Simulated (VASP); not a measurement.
# CsBa3 (Fm-3m) in VASP: single point with PBEsol

Aim: the single point of CsBa3 with PBEsol.

All numbers are computed with VASP 6.6.1; they aren't measurements. Logs are shortened: lines on timing, memory, paths and dates and some standing lists are left out, and cuts for length are marked.

## (1) The cell of the first run

Symmetry: Fm-3m, No. 225, cubic system. Conventional cell: a = 10.443 Å, b = 10.443 Å, c = 10.443 Å, α = 90.00°, β = 90.00°, γ = 90.00°.

## (2) Single point, PBEsol

INCAR

```
  PREC = Accurate
  ENCUT = 500
  EDIFF = 1E-6
  ISMEAR = 0
  SIGMA = 0.1
  LREAL = F
  LASPH = T
  NELM = 120
  ALGO = Normal
  ISIF = 2
  LWAVE = F
  LCHARG = T
  GGA = PS
  LELF = T
  LVHAR = T
  NBANDS = 28
  GGA_COMPAT = F
```

KPOINTS

```
regular mesh
0
Gamma
  8 8 8
```

POSCAR

```
CsBa3
1.0
    0.0000000000      5.2212840000      5.2212840000
    5.2212840000      0.0000000000      5.2212840000
    5.2212840000      5.2212840000      0.0000000000
Cs Ba
1 3
Direct
    0.0000000000      0.0000000000      0.0000000000
    0.2500000000      0.2500000000      0.2500000000
    0.7500000000      0.7500000000      0.7500000000
    0.5000000000      0.5000000000      0.5000000000
```

Potentials or basis: VASP PAW PBE potentials, release 64 (Cs_sv, Ba_sv).

Run with:

```
$ cat potpaw_PBE.64/Cs_sv/POTCAR potpaw_PBE.64/Ba_sv/POTCAR > POTCAR
$ mpirun -np 1 vasp_std > vasp.out
```

OUTCAR:

```text
PREC = Accurate
   ENCUT = 500
   EDIFF = 1E-6
   ISMEAR = 0
   LREAL = F
   LASPH = T
   NELM = 120
   ISIF = 2
   GGA = PS

 ion  position               nearest neighbor table
   1  0.000  0.000  0.000-
   2  0.250  0.250  0.250-   4 4.52   4 4.52   4 4.52   4 4.52
   3  0.750  0.750  0.750-   4 4.52   4 4.52   4 4.52   4 4.52
   4  0.500  0.500  0.500-   2 4.52   2 4.52   2 4.52   3 4.52   3 4.52   3 4.52   3 4.52   2 4.52

  LATTYP: Found a face centered cubic cell.
 ALAT       =    10.4425680000

  Lattice vectors:

 A1 = (   0.0000000000,   5.2212840000,   5.2212840000)
 A2 = (   5.2212840000,   0.0000000000,   5.2212840000)
 A3 = (   5.2212840000,   5.2212840000,   0.0000000000)

Analysis of symmetry for initial positions (statically):
=====================================================================
 Subroutine PRICEL returns:
 Original cell was already a primitive cell.

 Routine SETGRP: Setting up the symmetry group for a
 face centered cubic supercell.

 Subroutine GETGRP returns: Found 48 space group operations
 (whereof 48 operations were pure point group operations)
 out of a pool of 48 trial point group operations.

The static configuration has the point symmetry O_h .

Analysis of symmetry for dynamics (positions and initial velocities):
=====================================================================
 Subroutine PRICEL returns:
 Original cell was already a primitive cell.

 Routine SETGRP: Setting up the symmetry group for a
 face centered cubic supercell.

 Subroutine GETGRP returns: Found 48 space group operations
 (whereof 48 operations were pure point group operations)
 out of a pool of 48 trial point group operations.

The dynamic configuration has the point symmetry O_h .

 Subroutine INISYM returns: Found 48 space group operations
 (whereof 48 operations are pure point group operations),
 and found     1 'primitive' translations

----------------------------------------------------------------------------------------

                                     Primitive cell

  volume of cell :     284.6833

  direct lattice vectors                    reciprocal lattice vectors
     0.000000000  5.221284000  5.221284000    -0.095761885  0.095761885  0.095761885
     5.221284000  0.000000000  5.221284000     0.095761885 -0.095761885  0.095761885
     5.221284000  5.221284000  0.000000000     0.095761885  0.095761885 -0.095761885

  length of vectors
     7.384010646  7.384010646  7.384010646     0.165864451  0.165864451  0.165864451

  position of ions in fractional coordinates (direct lattice)
     0.000000000  0.000000000  0.000000000
     0.250000000  0.250000000  0.250000000
     0.750000000  0.750000000  0.750000000
     0.500000000  0.500000000  0.500000000

  ion indices of the primitive-cell ions
   primitive index   ion index
                 1           1
                 2           2
                 3           3
                 4           4

----------------------------------------------------------------------------------------

 KPOINTS: regular mesh

Automatic generation of k-mesh.
 Grid dimensions read from file:
 generate k-points for:    8    8    8

 Generating k-lattice:

  Cartesian coordinates                     Fractional coordinates (reciprocal lattice)
    -0.011970236  0.011970236  0.011970236     0.125000000  0.000000000  0.000000000
     0.011970236 -0.011970236  0.011970236     0.000000000  0.125000000  0.000000000
     0.011970236  0.011970236 -0.011970236     0.000000000  0.000000000  0.125000000

  Length of vectors
     0.020733056  0.020733056  0.020733056

  Shift w.r.t. Gamma in fractional coordinates (k-lattice)
     0.000000000  0.000000000  0.000000000

 Subroutine IBZKPT returns following result:
 ===========================================

 Found     29 irreducible k-points:

 Following reciprocal coordinates:
            Coordinates               Weight
  0.000000  0.000000  0.000000      1.000000
  0.125000  0.000000  0.000000      8.000000
  0.250000  0.000000  0.000000      8.000000
  0.375000  0.000000  0.000000      8.000000
  0.500000  0.000000  0.000000      4.000000
  0.125000  0.125000  0.000000      6.000000
[... 16 lines left out ...]
  0.500000  0.250000  0.125000     48.000000
 -0.375000  0.250000  0.125000     24.000000
 [... further k-points ...]
   k-points           NKPTS =     29   k-points in BZ     NKDIM =     29   number of bands    NBANDS=     28
   number of dos      NEDOS =    301   number of ions     NIONS =      4
   total plane-waves  NPLWV = 157464
   dimension x,y,z NGX =    54 NGY =   54 NGZ =   54
   dimension x,y,z NGXF=   108 NGYF=  108 NGZF=  108
   ions per type =               1   3
   NGX,Y,Z   is equivalent  to a cutoff of  12.16, 12.16, 12.16 a.u.
   NGXF,Y,Z  is equivalent  to a cutoff of  24.32, 24.32, 24.32 a.u.
 SYSTEM =  unknown system
   PREC   = accura    normal or accurate (medium, high low for compatibility)
   ISTART =      0    job   : 0-new  1-cont  2-samecut
   ICHARG =      2    charge: 1-file 2-atom 10-const
   ISPIN  =      1    spin polarized calculation?
   LNONCOLLINEAR =      F non collinear calculations
   LSORBIT =      F    spin-orbit coupling
   LASPH  =      T    aspherical Exc in radial PAW
   ENCUT  =  500.0 eV  36.75 Ry    6.06 a.u.  13.46 13.46 13.46*2*pi/ulx,y,z
   NELM   =    120;   NELMIN=  2; NELMDL= -5     # of ELM steps
   EDIFF  = 0.1E-05   stopping-criterion for ELM
   LREAL  =      F    real-space projection
   EDIFFG = 0.1E-04   stopping-criterion for IOM
   NSW    =      0    number of steps for IOM
   IBRION =     -1    ionic relax: 0-MD 1-quasi-New 2-CG
   NFREE  =      0    steps in history (QN), initial steepest desc. (CG)
   ISIF   =      2    stress and relaxation
   ISYM   =      2    0-nonsym 1-usesym 2-fastsym
   POTIM  = 0.5000    time-step for ionic-motion
   TEBEG  =    0.0;   TEEND  =   0.0 temperature during run
   PSTRESS=    0.0 pullay stress
   NELECT =      39.0000    total number of electrons
   NUPDOWN=      -1.0000    fix difference up-down
   EMIN   =  10.00;   EMAX   =-10.00  energy-range for DOS
   EFERMI =   0.00;   METHOD = LEGACY
   ISMEAR =     0;   SIGMA  =   0.10  broadening in eV -4-tet -1-fermi 0-gaus
   EFERMI_NEDOS =   21; number of points for ismear=-14 and -15
   IALGO  =     38    algorithm
   IMIX   =      4    mixing-type and parameters
     AMIX     =   0.40;   BMIX     =  1.00
     AMIX_MAG =   1.60;   BMIX_MAG =  1.00
  volume/ion in A,a.u.               =      71.17       480.28
  Fermi-wavevector in a.u.,A,eV,Ry     =   0.843935  1.594806  9.690429  0.712226
  Thomas-Fermi vector in A             =   1.958883
   LORBIT       =      0    0 simple, 1 ext, 2 COOP (PROOUT), +10 PAW based schemes
   GGA     = PS    functional components
   LHFCALC =     F    Hartree Fock is set to
   AEXX    =    0.0000 exact exchange contribution
   IVDW    =     0    specifies the selected vdW correction
   LEPSILON=     F    determine dielectric tensor
   LRPA    =     F    only Hartree local field effects (RPA)
 non-spin polarized calculation
 Gauss-broadening in eV      SIGMA  =   0.10
  energy-cutoff  :      500.00
  volume of cell :      284.68
 maximum number of plane-waves:      7283
 NGX is ok and might be reduce to    54
   NGX = 27   NGY = 27   NGZ = 27

 number of electron      39.0000000 magnetization

 Free energy of the ion-electron system (eV)
  ---------------------------------------------------
  ext. energy  EPLUGINS =         0.00000000
  ---------------------------------------------------
  free energy    TOTEN  =        -6.73377372 eV

  energy without entropy =       -6.69036043  energy(sigma->0) =       -6.71206707

 E-fermi :   1.2446     XC(G=0):  -7.0735

 val. band max:        1.2406480956   @ k =   0.5000   0.2500   0.1250
 cond. band min:       1.2517626835   @ k =   0.5000   0.1250   0.0000
 fundamental gap:      0.0111145879
 Fermi energy:         1.2446024227

 k-point     1 :       0.0000    0.0000    0.0000
  band No.  band energies     occupation
      1     -28.0171      2.00000
      2     -28.0109      2.00000
      3     -27.8696      2.00000
      4     -21.5582      2.00000
      5     -13.1709      2.00000
      6     -13.1709      2.00000
[... 20 lines left out ...]
     27       3.2204      0.00000
     28       3.2204      0.00000

 k-point     2 :       0.1250    0.0000    0.0000
  band No.  band energies     occupation
      1     -28.0167      2.00000
      2     -28.0110      2.00000
      3     -27.8698      2.00000
      4     -21.5582      2.00000
      5     -13.1869      2.00000
      6     -13.1802      2.00000
[... 20 lines left out ...]
     27       3.1428      0.00000
     28       3.2768      0.00000

 k-point     3 :       0.2500    0.0000    0.0000
  band No.  band energies     occupation
      1     -28.0158      2.00000
      2     -28.0115      2.00000
      3     -27.8702      2.00000
      4     -21.5583      2.00000
      5     -13.1943      2.00000
      6     -13.1895      2.00000
[... 20 lines left out ...]
     27       2.9059      0.00000
     28       3.2519      0.00000

 k-point     4 :       0.3750    0.0000    0.0000
  band No.  band energies     occupation
      1     -28.0146      2.00000
      2     -28.0123      2.00000
      3     -27.8707      2.00000
      4     -21.5583      2.00000
      5     -13.1961      2.00000
      6     -13.1961      2.00000
[... 20 lines left out ...]
     27       2.5939      0.00000
     28       2.5939      0.00000

 k-point     5 :       0.5000    0.0000    0.0000
  band No.  band energies     occupation
      1     -28.0135      2.00000
      2     -28.0131      2.00000
      3     -27.8709      2.00000
      4     -21.5583      2.00000
      5     -13.1985      2.00000
      6     -13.1985      2.00000
[... 20 lines left out ...]
     27       2.4108      0.00000
     28       2.4108      0.00000

 k-point     6 :       0.1250    0.1250    0.0000
  band No.  band energies     occupation
      1     -28.0166      2.00000
      2     -28.0111      2.00000
      3     -27.8698      2.00000
      4     -21.5582      2.00000
      5     -13.1909      2.00000
      6     -13.1909      2.00000
[... 463 lines left out ...]
      5     -13.2333      2.00000
      6     -13.2333      2.00000
[... 20 lines left out ...]
     27       3.0008      0.00000
     28       3.0008      0.00000

 k-point    22 :       0.3750    0.2500    0.1250
  band No.  band energies     occupation
      1     -28.0151      2.00000
      2     -28.0118      2.00000
      3     -27.8706      2.00000
      4     -21.5583      2.00000
      5     -13.2107      2.00000
      6     -13.2040      2.00000
[... 20 lines left out ...]
     27       2.8509      0.00000
     28       3.4144      0.00000

 k-point    23 :       0.5000    0.2500    0.1250
  band No.  band energies     occupation
      1     -28.0142      2.00000
      2     -28.0124      2.00000
      3     -27.8709      2.00000
      4     -21.5584      2.00000
      5     -13.2160      2.00000
      6     -13.1998      2.00000
[... 20 lines left out ...]
     27       2.6179      0.00000
     28       2.8991      0.00000

 k-point    24 :      -0.3750    0.2500    0.1250
  band No.  band energies     occupation
      1     -28.0133      2.00000
      2     -28.0131      2.00000
      3     -27.8711      2.00000
      4     -21.5584      2.00000
      5     -13.2173      2.00000
      6     -13.1982      2.00000
[... 20 lines left out ...]
     27       2.4626      0.00000
     28       2.6327      0.00000

 [... further k-points ...]
[... 5 lines left out ...]
  --------------------------------------------------------------------------------------
  -------------------------------------------------------------------------------------
  Total       -0.8477129     -0.8477129     -0.8477129     -0.0000000      0.0000000      0.0000000
  in kB       -4.7708684     -4.7708684     -4.7708684     -0.0000000      0.0000000      0.0000000
  external PRESSURE =      -4.7708684 kB  Pullay stress =       0.0000000 kB

 VOLUME and BASIS-vectors are now :
 -----------------------------------------------------------------------------
  energy-cutoff  :      500.00
  volume of cell :      284.68
      direct lattice vectors                 reciprocal lattice vectors
     0.000000000  5.221284000  5.221284000    -0.095761885  0.095761885  0.095761885
     5.221284000  0.000000000  5.221284000     0.095761885 -0.095761885  0.095761885
     5.221284000  5.221284000  0.000000000     0.095761885  0.095761885 -0.095761885

 POSITION                                       TOTAL-FORCE (eV/Angst)
 -----------------------------------------------------------------------------------
      0.00000      0.00000      0.00000        -0.000000      0.000000      0.000000
      2.61064      2.61064      2.61064        -0.000000     -0.000000     -0.000000
      7.83193      7.83193      7.83193         0.000000      0.000000      0.000000
      5.22128      5.22128      5.22128        -0.000000      0.000000      0.000000
 -----------------------------------------------------------------------------------
    total drift:                                0.000000      0.000000     -0.000000

  FREE ENERGIE OF THE ION-ELECTRON SYSTEM (eV)
  ---------------------------------------------------
  free  energy   TOTEN  =        -6.7337737152 eV

  energy  without entropy=       -6.6903604263  energy(sigma->0) =       -6.71206707
```

Wall time 2.7 min (1 thread of Intel Xeon Platinum 8488C (Sapphire Rapids), shared host); peak memory 0.5 GiB.

Results:

- Free energy: -6.7338 eV
- Pressure: -0.5 GPa

Caveat: the PAW data sets were made with another functional, which shifts forces and pressure a little; spin-orbit coupling is left out, which moves the levels of the heavy elements.
